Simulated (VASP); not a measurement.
# SnTe (zincblende type) (F-43m) in VASP: a series of runs, part 2 of 2

VASP 6.6.1.

### Step 3. Single point, PBE (37.52 Å³/atom)

This run uses another cell than the first one, of 37.52 Å³/atom.

File INCAR:

```
ALGO = Normal
EDIFF = 1E-6
ENCUT = 520
GGA = PE
ISIF = 2
ISMEAR = -1
LASPH = T
LCHARG = F
LREAL = F
LWAVE = F
NBANDS = 17
NELM = 100
PREC = Accurate
SIGMA = 0.08
```

File KPOINTS:

```
k-points
0
Gamma
  12 12 12
```

File POSCAR:

```
SnTe
1.0
    0.0000000000      3.3477736377      3.3477736377
    3.3477736377      0.0000000000      3.3477736377
    3.3477736377      3.3477736377      0.0000000000
Sn Te
1 1
Direct
    0.0000000000      0.0000000000      0.0000000000
    0.2500000000      0.2500000000      0.2500000000
```

Potentials or basis: VASP PAW PBE potentials, release 64 (Sn_d, Te).

Run with:

```console
$ cat potpaw_PBE.64/Sn_d/POTCAR potpaw_PBE.64/Te/POTCAR > POTCAR
$ mpirun -np 1 vasp_std > vasp.out
```

OUTCAR:

```text
EDIFF = 1E-6
   ENCUT = 520
   GGA = PE
   ISIF = 2
   ISMEAR = -1
   LASPH = T
   LREAL = F
   NELM = 100
   PREC = Accurate

 ion  position               nearest neighbor table
   1  0.000  0.000  0.000-   2 2.90   2 2.90   2 2.90   2 2.90
   2  0.250  0.250  0.250-   1 2.90   1 2.90   1 2.90   1 2.90

  LATTYP: Found a face centered cubic cell.
 ALAT       =     6.6955472754

  Lattice vectors:

[... 662 lines left out ...]
     17      13.3868      0.00000

 [... further k-points ...]

------------------------ aborting loop because EDIFF is reached ----------------------------------------

  FORCE on cell =-STRESS in cart. coord.  units (eV):
  Direction    XX          YY          ZZ          XY          YZ          ZX
  --------------------------------------------------------------------------------------
  -------------------------------------------------------------------------------------
  Total        3.7264800      3.7264800      3.7264800     -0.0000000      0.0000000     -0.0000000
  in kB       79.5629956     79.5629956     79.5629956     -0.0000000      0.0000000     -0.0000000
  external PRESSURE =      79.5629956 kB  Pullay stress =       0.0000000 kB

 VOLUME and BASIS-vectors are now :
 -----------------------------------------------------------------------------
  energy-cutoff  :      520.00
  volume of cell :       75.04
      direct lattice vectors                 reciprocal lattice vectors
     0.000000000  3.347773638  3.347773638    -0.149352989  0.149352989  0.149352989
     3.347773638  0.000000000  3.347773638     0.149352989 -0.149352989  0.149352989
     3.347773638  3.347773638  0.000000000     0.149352989  0.149352989 -0.149352989

 POSITION                                       TOTAL-FORCE (eV/Angst)
 -----------------------------------------------------------------------------------
      0.00000      0.00000      0.00000        -0.000000     -0.000000     -0.000000
      1.67389      1.67389      1.67389         0.000000      0.000000      0.000000
 -----------------------------------------------------------------------------------
    total drift:                               -0.000000     -0.000000     -0.000000

  FREE ENERGIE OF THE ION-ELECTRON SYSTEM (eV)
  ---------------------------------------------------
  free  energy   TOTEN  =        -6.6694240225 eV

  energy  without entropy=       -6.6520085942  energy(sigma->0) =       -6.66071631
```

OSZICAR:

```text
N       E                     dE             d eps       ncg     rms          rms(c)
DAV:   1     0.125614569216E+03    0.12561E+03   -0.94257E+03  2467   0.127E+03
DAV:   2     0.518836050924E+01   -0.12043E+03   -0.11752E+03  2618   0.314E+02
DAV:   3    -0.639286979433E+01   -0.11581E+02   -0.11489E+02  3137   0.906E+01
DAV:   4    -0.673030406100E+01   -0.33743E+00   -0.33722E+00  2930   0.163E+01
DAV:   5    -0.674451859289E+01   -0.14215E-01   -0.14214E-01  3624   0.314E+00    0.814E+00
DAV:   6    -0.667776551616E+01    0.66753E-01   -0.11764E-01  3060   0.176E+00    0.522E+00
DAV:   7    -0.667027605279E+01    0.74895E-02   -0.66979E-02  2809   0.102E+00    0.532E-01
DAV:   8    -0.666911368833E+01    0.11624E-02   -0.90555E-03  2844   0.552E-01    0.299E-01
DAV:   9    -0.666941143845E+01   -0.29775E-03   -0.83303E-04  2794   0.205E-01    0.178E-01
DAV:  10    -0.666940543731E+01    0.60011E-05   -0.38311E-05  3270   0.610E-02    0.626E-02
DAV:  11    -0.666942442336E+01   -0.18986E-04   -0.40601E-05  2525   0.379E-02    0.424E-02
DAV:  12    -0.666942402248E+01    0.40088E-06   -0.30148E-06  2740   0.122E-02
   1 F= -.66694240E+01 E0= -.66607163E+01  d E =-.174154E-01
```

stdout:

```text
POSCAR found type information on POSCAR SnTe
 POSCAR found :  2 types and       2 ions
 scaLAPACK will be used
 LDA part: xc-table for (Slater+PW92), standard interpolation
 POSCAR, INCAR and KPOINTS ok, starting setup
 FFT: planning ... GRIDC
 FFT: planning ... GRID_SOFT
 FFT: planning ... GRID
 WAVECAR not read
 entering main loop
```

Wall time 92 s (1 thread of AMD EPYC 7R13, shared host); peak memory 0.23 GiB.

Results:

| Property | Result |
| --- | --- |
| Free energy | -6.6694 eV |
| Pressure | 8.0 GPa |
| Band gap on the k mesh | zero (bands 10 and 11 overlap by 0.74 eV) |

Levels at points of the mesh, in eV from the Fermi level:
```tsv
k point	band 7	band 8	band 9	band 10	band 11	band 12	band 13	band 14
(0.00, 0.00, 0.00)	-4.46	-2.51	-2.51	-2.51	0.80	0.80	0.80	4.03
(0.50, 0.00, 0.00)	-7.78	-3.23	-3.23	-2.26	1.72	1.72	4.21	5.66
(0.50, 0.50, 0.00)	-8.22	-4.12	-4.12	-0.86	-0.36	4.80	4.80	5.87
```

Caveat: the cell stands under pressure; semilocal functionals underestimate gaps, so a narrow gap can read as zero; spin-orbit coupling is left out, which moves the levels of the heavy elements.

### Step 4. Single point, PBE (37.52 Å³/atom)

This run uses another cell than the first one, of 37.52 Å³/atom.

File INCAR:

```
SYSTEM = SnTe
PREC = Accurate ; ENCUT = 520
EDIFF = 1E-6 ; ISMEAR = -1
SIGMA = 0.08 ; LREAL = .False.
LASPH = .True. ; NELM = 100
ALGO = Normal ; ISIF = 2
LWAVE = .False. ; LCHARG = .False.
GGA = PE ; NBANDS = 17
```

File KPOINTS:

```
Automatic mesh
0
Gamma
  12 12 12
  0 0 0
```

POSCAR is that of step 3.

Run with:

```console
$ cat potpaw_PBE.64/Sn_d/POTCAR potpaw_PBE.64/Te/POTCAR > POTCAR
$ mpirun -np 1 vasp_std > vasp.out
```

Run time: 1.8 min. Hardware: 1 thread of AMD EPYC 7R13, shared host; peak memory 0.23 GiB.

The run converged. Its results:

```yaml
Free_energy: -6.6694 eV
Pressure: 8.0 GPa
Band_gap_on_the_k_mesh: zero (bands 10 and 11 overlap by 0.74 eV)
```

Levels at points of the mesh, in eV from the Fermi level:
```csv
k point,band 6,band 7,band 8,band 9,band 10,band 11,band 12,band 13,band 14,band 15
"(0.00, 0.00, 0.00)",-12.91,-4.46,-2.51,-2.51,-2.51,0.80,0.80,0.80,4.03,6.44
"(0.50, 0.00, 0.00)",-12.04,-7.78,-3.23,-3.23,-2.26,1.72,1.72,4.21,5.66,6.88
"(0.50, 0.50, 0.00)",-11.66,-8.22,-4.12,-4.12,-0.86,-0.36,4.80,4.80,5.87,7.30
```

Caveat: the cell stands under pressure; semilocal functionals underestimate gaps, so a narrow gap can read as zero; spin-orbit coupling is left out, which moves the levels of the heavy elements.

### Step 5. Single point, PBE (41.27 Å³/atom)

This run uses another cell than the first one, of 41.27 Å³/atom.

File INCAR:

```
SYSTEM = SnTe
PREC     = Accurate       ! precision mode
ENCUT    = 520            ! plane-wave cutoff, eV
EDIFF    = 1E-6           ! SCF threshold, eV
ISMEAR   = -1             ! smearing method
SIGMA    = 0.08           ! smearing width, eV
LREAL    = .False.        ! projectors in reciprocal space
LASPH    = .True.         ! aspherical terms in the spheres
NELM     = 60             ! most SCF steps
ALGO     = Normal         ! electronic algorithm
ISIF     = 2              ! what is computed and relaxed
LWAVE    = .False.        ! write WAVECAR
LCHARG   = .True.         ! write CHGCAR
GGA      = PE             ! functional
LELF     = .True.         ! ELF
LVHAR    = .True.       
NBANDS   = 17             ! bands
```

KPOINTS is that of step 4.

File POSCAR:

```
SnTe
1.0
    0.0000000000      3.4558401572      3.4558401572
    3.4558401572      0.0000000000      3.4558401572
    3.4558401572      3.4558401572      0.0000000000
Sn Te
1 1
Direct
    0.0000000000      0.0000000000      0.0000000000
    0.2500000000      0.2500000000      0.2500000000
```

Run with:

```console
$ cat potpaw_PBE.64/Sn_d/POTCAR potpaw_PBE.64/Te/POTCAR > POTCAR
$ mpirun -np 1 vasp_std > vasp.out
```

It took 84 s on 1 thread of AMD EPYC 7R13, shared host; peak memory 0.24 GiB.

Results (log left out):

```yaml
Free_energy: -6.9413 eV
Pressure: 3.8 GPa
Band_gap_on_the_k_mesh: zero (bands 10 and 11 overlap by 0.35 eV)
```

Levels at points of the mesh, in eV from the Fermi level:
| k point | band 8 | band 9 | band 10 | band 11 | band 12 | band 13 |
| --- | --- | --- | --- | --- | --- | --- |
| (0.00, 0.00, 0.00) | -2.29 | -2.29 | -2.29 | 0.87 | 0.87 | 0.87 |
| (0.50, 0.00, 0.00) | -2.92 | -2.92 | -2.22 | 1.75 | 1.75 | 3.88 |
| (0.50, 0.50, 0.00) | -3.71 | -3.71 | -0.80 | -0.16 | 4.37 | 4.37 |

Caveat: the cell stands under pressure; semilocal functionals underestimate gaps, so a narrow gap can read as zero; spin-orbit coupling is left out, which moves the levels of the heavy elements.

### Step 6. The runs side by side

| cell | gap on the mesh (eV) | pressure (GPa) |
| --- | --- | --- |
| a = 4.571 Å, angles 60.0°, 2 atoms | none | 14.3 |
| a = 4.734 Å, angles 60.0°, 2 atoms | none | 8.0 |
| a = 4.887 Å, angles 60.0°, 2 atoms | none | 3.8 |

Alike in all rows: task single point; level PBE; potentials or basis VASP PAW PBE potentials, release 64 (Sn_d, Te); no spin polarisation; k mesh 12 × 12 × 12; cutoff (eV) 520; smearing fermi-dirac 0.08 eV.

Caveats: the cell stands under pressure; spin-orbit coupling is left out, which moves the levels of the heavy elements; semilocal functionals underestimate gaps, so a narrow gap can read as zero (at least some runs).

Total energies depend on the potentials used, so only differences within one code and one set of settings carry meaning.
